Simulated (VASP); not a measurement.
Wanted: the native input for a VASP 6.6.1 run.

```yaml
Task: single point
Functional: PBEsol
Potentials_or_basis: VASP PAW PBE potentials, release 64 (Li_sv)
Cutoff: 520 eV
k_mesh: 10 × 10 × 5
Occupations: fermi-dirac, width 0.05 eV
Spin: no spin polarisation
Dipole_correction: no
Further_INCAR_settings: ALGO = Fast; EDIFF = 1e-06; NBANDS = 10
```

The structure of Li lies in POSCAR:

```
Li
1.0
    2.6904716378      0.0000000000      0.0000000000
   -1.3452358189      2.3300167865      0.0000000000
    0.0000000000      0.0000000000      4.3769444955
Li
2
Direct
    0.6666666667      0.3333333333      0.7500000000
    0.3333333333      0.6666666667      0.2500000000
```

This isn't the form of Li at room conditions, which is bcc.

One way to write it, as run:

INCAR

```
PREC     = Accurate       # precision mode
ENCUT    = 520            # plane-wave cutoff, eV
EDIFF    = 1E-6           # SCF threshold, eV
ISMEAR   = -1             # smearing method
SIGMA    = 0.05           # smearing width, eV
LREAL    = F              # projectors in reciprocal space
LASPH    = T              # aspherical terms in the spheres
NELM     = 80             # most SCF steps
ALGO     = Fast           # electronic algorithm
ISIF     = 2              # what is computed and relaxed
LWAVE    = F              # write WAVECAR
LCHARG   = F              # write CHGCAR
GGA      = PS             # functional
NBANDS   = 10             # bands
```

KPOINTS

```
regular mesh
0
Gamma
  10 10 5
```

Potentials or basis: VASP PAW PBE potentials, release 64 (Li_sv).

The run is started by

```console
$ cat potpaw_PBE.64/Li_sv/POTCAR > POTCAR
$ mpirun -np 1 vasp_std > vasp.out
```

It gave:

```yaml
Band_gap_on_the_k_mesh: zero (bands 3 and 4 overlap by 3.85 eV)
```

Wall time 14 s on 1 thread of Intel Xeon 8259CL (shared host), peak memory 0.13 GiB.
